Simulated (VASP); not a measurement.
Set up this calculation in VASP 6.6.1, as the native input.

```
Task                   : relaxation of cell and atoms
Functional             : PBE
Potentials or basis    : VASP PAW PBE potentials, release 64 (Mo_sv, W_sv)
Cutoff                 : 600 eV
k mesh                 : 8 × 8 × 4
Occupations            : gaussian, width 0.2 eV
Spin                   : no spin polarisation
Dipole correction      : no
Further INCAR settings : ALGO = Fast; EDIFF = 1e-06; IBRION = 2; EDIFFG = -0.025; NSW = 80; ISIF = 3
```

The structure of Mo2W lies in POSCAR:

```
Mo2W
1.0
   -3.1786313566     -0.0342072596      0.0479095448
    1.6783124884      1.6226596758     -4.6411590094
   -0.0684145191     -6.3099681689      0.0374036492
Mo W
4 2
Direct
    0.6731456022      0.3482300098      0.8356598612
    0.6554227121      0.3381868471      0.3344139785
    0.3285925197      0.6511757800      0.6553528261
    0.3674149485      0.6768596033      0.1838253856
    0.9957639204     -0.0030626162      0.4938262590
   -0.0203397029     -0.0113896241     -0.0030783104
```

One way to write it, as run:

INCAR

```
SYSTEM = Mo2W
PREC = Accurate
ENCUT = 600
EDIFF = 1E-6
ISMEAR = 0
SIGMA = 0.2
LREAL = .False.
LASPH = .True.
NELM = 60
ALGO = Fast
ISIF = 3
LWAVE = .False.
LCHARG = .False.
GGA = PE
IBRION = 2
NSW = 80
EDIFFG = -0.025
KPAR = 4
```

KPOINTS

```
regular mesh
0
Gamma
  8 8 4
  0 0 0
```

Potentials or basis: VASP PAW PBE potentials, release 64 (Mo_sv, W_sv).

Launch:

```bash
$ cat potpaw_PBE.64/Mo_sv/POTCAR potpaw_PBE.64/W_sv/POTCAR > POTCAR
$ mpirun -np 4 vasp_std > vasp.out
```

It gave:

```yaml
Relaxed_volume: 15.95 Å³/atom
Relaxed_cell: a = 3.174 Å, b = 5.254 Å, c = 6.348 Å, α = 107.59°, β = 89.99°, γ = 107.60°
Space_group_after_relaxing_to_0.1_Å: I4/mmm (No. 139)
Energy_gained_by_relaxing: 99.0 meV/atom
Ionic_steps: 15
Pressure_after_relaxing: -0.1 GPa
Largest_force_after_relaxing: 0.017 eV/Å
Band_gap_on_the_k_mesh: zero (bands 42 and 43 overlap by 1.69 eV)
```

Caveat: spin-orbit coupling is left out, which moves the levels of the heavy elements.

Run time: 70 min on 4 MPI ranks on Oxide Virtual Turin-like Processor, on a shared host, peak memory 0.65 GiB a rank.
